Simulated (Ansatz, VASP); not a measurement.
One calculation of Rb5AlO4, two programs

```
CELL_PARAMETERS angstrom
6.93732 0.00000 0.00000
0.00000 6.93732 0.00000
0.00000 0.00000 6.93732
ATOMIC_POSITIONS crystal
Rb 0.27161 0.27161 0.27161
Rb 0.72839 0.72839 0.27161
Rb 0.72839 0.27161 0.72839
Rb 0.27161 0.72839 0.72839
Rb 0.00000 0.00000 0.00000
Al 0.50000 0.50000 0.50000
O 0.65054 0.65054 0.65054
O 0.34946 0.34946 0.65054
O 0.34946 0.65054 0.34946
O 0.65054 0.34946 0.34946
```

Alike in both runs: functional PBE; k mesh 6 × 6 × 6; occupations gaussian, width 0.02 eV; no spin polarisation.

Ansatz relaxed the structure, and its values are those at the end. VASP's run is a single point on that final structure, the one shown.

```csv
,VASP,Ansatz
version,VASP 6.6.1,Ansatz 0.2.0
potentials or method,"VASP PAW PBE potentials, release 64 (Rb_sv, Al, O), cutoff 520 eV","scalar-relativistic, plane waves, PAW"
valence electrons in the cell,72,72
```

Ansatz gave:

| Quantity | Value |
| --- | --- |
| gap on the k mesh at the Fermi level (eV) | 0.54 |
| least direct gap on the mesh (eV) | 0.54 |
| pressure (GPa) | 0.0 |
| rms of the force components (eV/Å) | 0.001 |

Q: What did VASP give for the same quantities?

A: gap on the k mesh at the Fermi level (eV): 0.54; least direct gap on the mesh (eV): 0.54; pressure (GPa): 0.1; rms of the force components (eV/Å): 0.017.
